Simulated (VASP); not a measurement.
# Al4P (I-43m) in VASP: a series of runs

Runs on Al4P. Level: PBE. Tasks: single point, relaxation of cell and atoms.

All numbers are computed with VASP 6.6.1; they aren't measurements. Logs are shortened: lines on timing, memory, paths and dates and some standing lists are left out, and cuts for length are marked.

**1. The cell of the first run**

Symmetry: I-43m, No. 217, cubic system. Conventional cell: a = 5.734 Å, b = 5.734 Å, c = 5.734 Å, α = 90.00°, β = 90.00°, γ = 90.00°. Within 2.4 Å of Al (site symmetry 3m) lie 1 P at 1.83 Å. Within 2.4 Å of P (site symmetry -43m) lie 4 Al at 1.83 Å.

**2. Single point, PBE**

Contents of INCAR:

```
PREC = Accurate
ENCUT = 520
EDIFF = 1E-6
ISMEAR = 0
SIGMA = 0.1
LREAL = False
LASPH = True
NELM = 60
ALGO = Normal
ISIF = 2
LWAVE = False
LCHARG = False
GGA = PE
NBANDS = 16
```

Contents of KPOINTS:

```
regular mesh
0
Gamma
  4 4 4
```

Contents of POSCAR:

```
Al4P
1.0
   -2.8668309700      2.8668309700      2.8668309700
    2.8668309700     -2.8668309700      2.8668309700
    2.8668309700      2.8668309700     -2.8668309700
Al P
4 1
Direct
    0.0000000000      0.6305807800      0.0000000000
    0.3694192200      0.3694192200      0.3694192200
    0.0000000000      0.0000000000      0.6305807800
    0.6305807800      0.0000000000      0.0000000000
    0.0000000000      0.0000000000      0.0000000000
```

Potentials or basis: VASP PAW PBE potentials, release 64 (Al, P).

Started as:

```sh
> cat potpaw_PBE.64/Al/POTCAR potpaw_PBE.64/P/POTCAR > POTCAR
> mpirun -np 1 vasp_std > vasp.out
```

OUTCAR:

```text
PREC = Accurate
   ENCUT = 520
   EDIFF = 1E-6
   ISMEAR = 0
   LREAL = False
   LASPH = True
   NELM = 60
   ISIF = 2
   GGA = PE

 ion  position               nearest neighbor table
   1  0.000  0.631  0.000-   5 1.83   3 3.00   4 3.00   2 3.00   4 3.06   3 3.06   2 3.06   3 3.06
                             4 3.06   2 3.06   5 3.13
   2  0.369  0.369  0.369-   5 1.83   3 3.00   1 3.00   4 3.00   3 3.06   4 3.06   3 3.06   1 3.06
                             4 3.06   1 3.06   5 3.13
   3  0.000  0.000  0.631-   5 1.83   1 3.00   4 3.00   2 3.00   2 3.06   4 3.06   1 3.06   1 3.06
                             4 3.06   2 3.06   5 3.13
   4  0.631  0.000  0.000-   5 1.83   1 3.00   3 3.00   2 3.00   2 3.06   3 3.06   1 3.06   2 3.06
                             1 3.06   3 3.06   5 3.13
   5  0.000  0.000  0.000-   1 1.83   2 1.83   3 1.83   4 1.83   1 3.13   3 3.13   4 3.13   2 3.13

  LATTYP: Found a body centered cubic cell.
 ALAT       =     5.7336619400

  Lattice vectors:

 A1 = (  -2.8668309700,   2.8668309700,   2.8668309700)
 A2 = (   2.8668309700,  -2.8668309700,   2.8668309700)
 A3 = (   2.8668309700,   2.8668309700,  -2.8668309700)

Analysis of symmetry for initial positions (statically):
=====================================================================
 Subroutine PRICEL returns:
 Original cell was already a primitive cell.

 Routine SETGRP: Setting up the symmetry group for a
 body centered cubic supercell.

 Subroutine GETGRP returns: Found 24 space group operations
 (whereof 24 operations were pure point group operations)
 out of a pool of 48 trial point group operations.

The static configuration has the point symmetry T_d .

Analysis of symmetry for dynamics (positions and initial velocities):
=====================================================================
 Subroutine PRICEL returns:
 Original cell was already a primitive cell.

 Routine SETGRP: Setting up the symmetry group for a
 body centered cubic supercell.

 Subroutine GETGRP returns: Found 24 space group operations
 (whereof 24 operations were pure point group operations)
 out of a pool of 48 trial point group operations.

The dynamic configuration has the point symmetry T_d .

 Subroutine INISYM returns: Found 24 space group operations
 (whereof 24 operations are pure point group operations),
 and found     1 'primitive' translations

----------------------------------------------------------------------------------------

                                     Primitive cell

  volume of cell :      94.2467

  direct lattice vectors                    reciprocal lattice vectors
    -2.866830970  2.866830970  2.866830970     0.000000000  0.174408608  0.174408608
     2.866830970 -2.866830970  2.866830970     0.174408608  0.000000000  0.174408608
     2.866830970  2.866830970 -2.866830970     0.174408608  0.174408608  0.000000000

  length of vectors
     4.965496897  4.965496897  4.965496897     0.246651019  0.246651019  0.246651019

  position of ions in fractional coordinates (direct lattice)
     0.000000000  0.630580780  0.000000000
     0.369419220  0.369419220  0.369419220
     0.000000000  0.000000000  0.630580780
     0.630580780  0.000000000  0.000000000
     0.000000000  0.000000000  0.000000000

  ion indices of the primitive-cell ions
   primitive index   ion index
                 1           1
                 2           2
                 3           3
                 4           4
                 5           5

----------------------------------------------------------------------------------------

 KPOINTS: regular mesh

Automatic generation of k-mesh.
 Grid dimensions read from file:
 generate k-points for:    4    4    4

 Generating k-lattice:

  Cartesian coordinates                     Fractional coordinates (reciprocal lattice)
     0.000000000  0.043602152  0.043602152     0.250000000  0.000000000  0.000000000
     0.043602152  0.000000000  0.043602152     0.000000000  0.250000000  0.000000000
     0.043602152  0.043602152  0.000000000     0.000000000  0.000000000  0.250000000

  Length of vectors
     0.061662755  0.061662755  0.061662755

  Shift w.r.t. Gamma in fractional coordinates (k-lattice)
     0.000000000  0.000000000  0.000000000

 Subroutine IBZKPT returns following result:
 ===========================================

 Found      8 irreducible k-points:

 Following reciprocal coordinates:
            Coordinates               Weight
  0.000000  0.000000  0.000000      1.000000
  0.250000  0.000000  0.000000     12.000000
  0.500000  0.000000  0.000000      6.000000
  0.250000  0.250000  0.000000     24.000000
  0.250000  0.250000  0.250000      2.000000
 -0.250000  0.250000  0.250000      6.000000
  0.500000  0.500000  0.250000     12.000000
  0.500000  0.500000  0.500000      1.000000
   k-points           NKPTS =      8   k-points in BZ     NKDIM =      8   number of bands    NBANDS=     16
   number of dos      NEDOS =    301   number of ions     NIONS =      5
   total plane-waves  NPLWV =  64000
   dimension x,y,z NGX =    40 NGY =   40 NGZ =   40
   dimension x,y,z NGXF=    80 NGYF=   80 NGZF=   80
   ions per type =               4   1
   NGX,Y,Z   is equivalent  to a cutoff of  13.39, 13.39, 13.39 a.u.
   NGXF,Y,Z  is equivalent  to a cutoff of  26.78, 26.78, 26.78 a.u.
 SYSTEM =  unknown system
   PREC   = accura    normal or accurate (medium, high low for compatibility)
   ISTART =      0    job   : 0-new  1-cont  2-samecut
   ICHARG =      2    charge: 1-file 2-atom 10-const
   ISPIN  =      1    spin polarized calculation?
   LNONCOLLINEAR =      F non collinear calculations
   LSORBIT =      F    spin-orbit coupling
   LASPH  =      T    aspherical Exc in radial PAW
   ENCUT  =  520.0 eV  38.22 Ry    6.18 a.u.   9.23  9.23  9.23*2*pi/ulx,y,z
   NELM   =     60;   NELMIN=  2; NELMDL= -5     # of ELM steps
   EDIFF  = 0.1E-05   stopping-criterion for ELM
   LREAL  =      F    real-space projection
   EDIFFG = 0.1E-04   stopping-criterion for IOM
   NSW    =      0    number of steps for IOM
   IBRION =     -1    ionic relax: 0-MD 1-quasi-New 2-CG
   NFREE  =      0    steps in history (QN), initial steepest desc. (CG)
   ISIF   =      2    stress and relaxation
   ISYM   =      2    0-nonsym 1-usesym 2-fastsym
   POTIM  = 0.5000    time-step for ionic-motion
   TEBEG  =    0.0;   TEEND  =   0.0 temperature during run
   PSTRESS=    0.0 pullay stress
   NELECT =      17.0000    total number of electrons
   NUPDOWN=      -1.0000    fix difference up-down
   EMIN   =  10.00;   EMAX   =-10.00  energy-range for DOS
   EFERMI =   0.00;   METHOD = LEGACY
   ISMEAR =     0;   SIGMA  =   0.10  broadening in eV -4-tet -1-fermi 0-gaus
   EFERMI_NEDOS =   21; number of points for ismear=-14 and -15
   IALGO  =     38    algorithm
   IMIX   =      4    mixing-type and parameters
     AMIX     =   0.40;   BMIX     =  1.00
     AMIX_MAG =   1.60;   BMIX_MAG =  1.00
  volume/ion in A,a.u.               =      18.85       127.20
  Fermi-wavevector in a.u.,A,eV,Ry     =   0.924987  1.747972 11.641163  0.855601
  Thomas-Fermi vector in A             =   2.050793
   LORBIT       =      0    0 simple, 1 ext, 2 COOP (PROOUT), +10 PAW based schemes
   GGA     = PE    functional components
   LHFCALC =     F    Hartree Fock is set to
   AEXX    =    0.0000 exact exchange contribution
   IVDW    =     0    specifies the selected vdW correction
   LEPSILON=     F    determine dielectric tensor
   LRPA    =     F    only Hartree local field effects (RPA)
 non-spin polarized calculation
 Gauss-broadening in eV      SIGMA  =   0.10
  energy-cutoff  :      520.00
  volume of cell :       94.25
 maximum number of plane-waves:      2556
 NGX is ok and might be reduce to    40
   NGX = 19   NGY = 19   NGZ = 19

 number of electron      17.0000001 magnetization

 Free energy of the ion-electron system (eV)
  ---------------------------------------------------
  ext. energy  EPLUGINS =         0.00000000
  ---------------------------------------------------
  free energy    TOTEN  =        -8.23093244 eV

  energy without entropy =       -8.19683865  energy(sigma->0) =       -8.21388554

 E-fermi :   6.1904     XC(G=0):  -9.4882

 val. band max:        6.1852266902   @ k =   0.5000   0.5000   0.2500
 cond. band min:       6.2338593772   @ k =   0.2500   0.0000   0.0000
 fundamental gap:      0.0486326870
 Fermi energy:         6.1903532835

 k-point     1 :       0.0000    0.0000    0.0000
  band No.  band energies     occupation
      1      -8.2809      2.00000
      2      -0.2315      2.00000
      3      -0.2315      2.00000
      4      -0.2315      2.00000
      5       0.8149      2.00000
      6       4.7154      2.00000
[... 8 lines left out ...]
     15      11.5820      0.00000
     16      11.5820      0.00000

 k-point     2 :       0.2500    0.0000    0.0000
  band No.  band energies     occupation
      1      -8.1385      2.00000
      2      -1.4396      2.00000
      3      -0.5401      2.00000
      4      -0.2410      2.00000
      5       1.9945      2.00000
      6       3.8565      2.00000
[... 8 lines left out ...]
     15      10.3108      0.00000
     16      11.2182      0.00000

 k-point     3 :       0.5000    0.0000    0.0000
  band No.  band energies     occupation
      1      -7.9815      2.00000
      2      -2.1204      2.00000
      3      -0.7927      2.00000
      4      -0.2537      2.00000
      5       2.0981      2.00000
      6       3.3851      2.00000
[... 8 lines left out ...]
     15      11.2251      0.00000
     16      12.4828      0.00000

 k-point     4 :       0.2500    0.2500    0.0000
  band No.  band energies     occupation
      1      -7.9832      2.00000
      2      -1.8559      2.00000
      3      -1.1458      2.00000
      4      -0.4463      2.00000
      5       2.7063      2.00000
      6       3.8355      2.00000
[... 8 lines left out ...]
     15      11.5720      0.00000
     16      11.7095      0.00000

 k-point     5 :       0.2500    0.2500    0.2500
  band No.  band energies     occupation
      1      -7.9528      2.00000
      2      -1.3540      2.00000
      3      -1.3540      2.00000
      4      -1.3540      2.00000
      5       4.0427      2.00000
      6       4.0427      2.00000
[... 8 lines left out ...]
     15      10.0582      0.00000
     16      10.0582      0.00000

 k-point     6 :      -0.2500    0.2500    0.2500
  band No.  band energies     occupation
      1      -8.0160      2.00000
      2      -1.4983      2.00000
      3      -0.9042      2.00000
      4      -0.9042      2.00000
      5       3.1157      2.00000
      6       3.8204      2.00000
[... 8 lines left out ...]
     15      11.1595      0.00000
     16      11.1595      0.00000

 k-point     7 :       0.5000    0.5000    0.2500
  band No.  band energies     occupation
      1      -7.8832      2.00000
      2      -1.8456      2.00000
      3      -1.1911      2.00000
      4      -1.0091      2.00000
      5       3.1876      2.00000
      6       3.8213      2.00000
[... 8 lines left out ...]
     15      12.0144      0.00000
     16      12.4337      0.00000

 k-point     8 :       0.5000    0.5000    0.5000
  band No.  band energies     occupation
      1      -7.7788      2.00000
      2      -1.4974      2.00000
      3      -1.4974      2.00000
      4      -1.4974      2.00000
      5       2.7899      2.00000
      6       2.7899      2.00000
[... 8 lines left out ...]
     15      13.5664      0.00000
     16      13.5664      0.00000

------------------------ aborting loop because EDIFF is reached ----------------------------------------

  FORCE on cell =-STRESS in cart. coord.  units (eV):
  Direction    XX          YY          ZZ          XY          YZ          ZX
  --------------------------------------------------------------------------------------
  -------------------------------------------------------------------------------------
  Total       28.4528251     28.4528251     28.4528251     -0.0000000      0.0000000      0.0000000
  in kB      483.6929121    483.6929121    483.6929121     -0.0000000      0.0000000      0.0000000
  external PRESSURE =     483.6929121 kB  Pullay stress =       0.0000000 kB

 VOLUME and BASIS-vectors are now :
 -----------------------------------------------------------------------------
  energy-cutoff  :      520.00
  volume of cell :       94.25
      direct lattice vectors                 reciprocal lattice vectors
    -2.866830970  2.866830970  2.866830970     0.000000000  0.174408608  0.174408608
     2.866830970 -2.866830970  2.866830970     0.174408608  0.000000000  0.174408608
     2.866830970  2.866830970 -2.866830970     0.174408608  0.174408608  0.000000000

 POSITION                                       TOTAL-FORCE (eV/Angst)
 -----------------------------------------------------------------------------------
      1.80777     -1.80777      1.80777        -7.488700      7.488700     -7.488700
      1.05906      1.05906      1.05906         7.488700      7.488700      7.488700
      1.80777      1.80777     -1.80777        -7.488700     -7.488700      7.488700
     -1.80777      1.80777      1.80777         7.488700     -7.488700     -7.488700
      0.00000      0.00000      0.00000        -0.000000      0.000000      0.000000
 -----------------------------------------------------------------------------------
    total drift:                                0.000001      0.000001      0.000002

  FREE ENERGIE OF THE ION-ELECTRON SYSTEM (eV)
  ---------------------------------------------------
  free  energy   TOTEN  =        -8.2309324425 eV

  energy  without entropy=       -8.1968386467  energy(sigma->0) =       -8.21388554
```

Wall time 9.4 s (1 thread of Intel Xeon 6975P-C, shared host); peak memory 0.22 GiB.

Results:

```yaml
Free_energy: -8.2309 eV
Pressure: 48.4 GPa
Largest_force: 12.971 eV/Å
```

Forces on the atoms (eV/Å):
```
Al  -7.489  7.489 -7.489
Al   7.489  7.489  7.489
Al  -7.489 -7.489  7.489
Al   7.489 -7.489 -7.489
P    0.000  0.000  0.000
```

Levels at points of the mesh, in eV from the Fermi level:
| k point | band 4 | band 5 | band 6 | band 7 | band 8 | band 9 | band 10 | band 11 | band 12 | band 13 |
| --- | --- | --- | --- | --- | --- | --- | --- | --- | --- | --- |
| (0.00, 0.00, 0.00) | -6.42 | -5.38 | -1.47 | -1.47 | -1.47 | 0.44 | 0.44 | 0.44 | 0.84 | 0.84 |
| (0.50, 0.00, 0.00) | -6.44 | -4.09 | -2.81 | -1.19 | -0.06 | 0.52 | 0.60 | 1.58 | 2.85 | 3.62 |
| (0.50, 0.50, 0.50) | -7.69 | -3.40 | -3.40 | -0.29 | -0.29 | -0.29 | 1.97 | 1.97 | 1.97 | 3.19 |

Caveat: the k points lie up to 0.39 Å⁻¹ apart; forces of over 1 eV/Å act on the atoms, so gaps and moduli don't describe the material at rest.

**3. Relaxation of cell and atoms, PBE**

Contents of INCAR:

```
SYSTEM = Al4P
PREC = Accurate
ENCUT = 600
EDIFF = 1E-6
ISMEAR = 0
SIGMA = 0.1
LREAL = .FALSE.
LASPH = .TRUE.
NELM = 100
ALGO = Normal
ISIF = 3
LWAVE = .FALSE.
LCHARG = .FALSE.
GGA = PE
IBRION = 2
NSW = 90
EDIFFG = -0.04
```

Contents of KPOINTS:

```
Automatic mesh
0
G
  4 4 4
  0 0 0
```

POSCAR is that of step 2.

Potentials or basis: VASP PAW PBE potentials, release 64 (Al, P).

Started as:

```sh
> cat potpaw_PBE.64/Al/POTCAR potpaw_PBE.64/P/POTCAR > POTCAR
> mpirun -np 1 vasp_std > vasp.out
```

It took 2.1 min on 1 thread of Intel Xeon 6975P-C, shared host; peak memory 0.24 GiB.

The run converged. Its results:

* Free energy: -19.1202 eV
* Relaxed volume: 19.35 Å³/atom
* Relaxed cell: a = 5.009 Å, b = 5.009 Å, c = 5.009 Å, α = 109.47°, β = 109.47°, γ = 109.47°
* Space group after relaxing (to 0.05 Å): Im-3m (No. 229)
* Energy gained by relaxing: 2177.6 meV/atom
* Ionic steps: 20
* Pressure after relaxing: 0.1 GPa

Step by step:
```
step  energy change (eV)  largest force (eV/Å)  pressure (GPa)  volume (Å³)
   1              0.0000               12.9707           48.37        94.25
   2             -5.8085                0.0504           -7.40       195.14
   3             -9.1893                0.3986           -7.09       133.77
   4             -9.2743                0.5623           -6.36       130.92
   5             -9.3469                1.1697           -3.58       123.40
   6             -9.3542                1.0345           -4.20       124.78
   7             -9.3521                1.0982           -3.91       124.12
   8             -9.7694                1.2453           -2.96       115.26
   9            -10.3864                1.3550            7.19        91.25
  10            -10.5703                0.9341            6.78        90.30
  11            -10.6944                0.0261            7.66        88.14
  12            -10.7034                0.2224            7.24        88.60
  13            -10.8399                0.1866            3.15        92.88
  14            -10.8780                0.1508           -0.51        97.87
  15            -10.8793                0.1557           -0.02        97.12
  16            -10.8793                0.1570            0.09        96.94
  17            -10.8814                0.1372            0.10        96.92
  18            -10.8860                0.0783            0.11        96.86
  19            -10.8876                0.0402            0.19        96.72
  20            -10.8882                0.0017            0.15        96.77
```

Final structure:
```
CELL_PARAMETERS angstrom
-2.89220 2.89220 2.89220
2.89220 -2.89220 2.89220
2.89220 2.89220 -2.89220
ATOMIC_POSITIONS crystal
Al 0.00000 0.50006 0.00000
Al 0.49994 0.49994 0.49994
Al 0.00000 0.00000 0.50006
Al 0.50006 0.00000 0.00000
P 0.00000 0.00000 0.00000
```

Levels at points of the mesh, in eV from the Fermi level:
```tsv
k point	band 5	band 6	band 7	band 8	band 9	band 10	band 11	band 12
(0.00, 0.00, 0.00)	-5.26	-2.07	-2.07	-2.07	-0.76	-0.76	-0.76	1.57
(0.50, 0.00, 0.00)	-4.49	-3.58	-0.41	-0.30	0.13	0.68	2.03	2.80
(0.50, 0.50, 0.50)	-3.92	-3.92	0.76	0.76	0.76	0.85	0.85	0.85
```

Caveat: the k points lie up to 0.38 Å⁻¹ apart in the final cell.
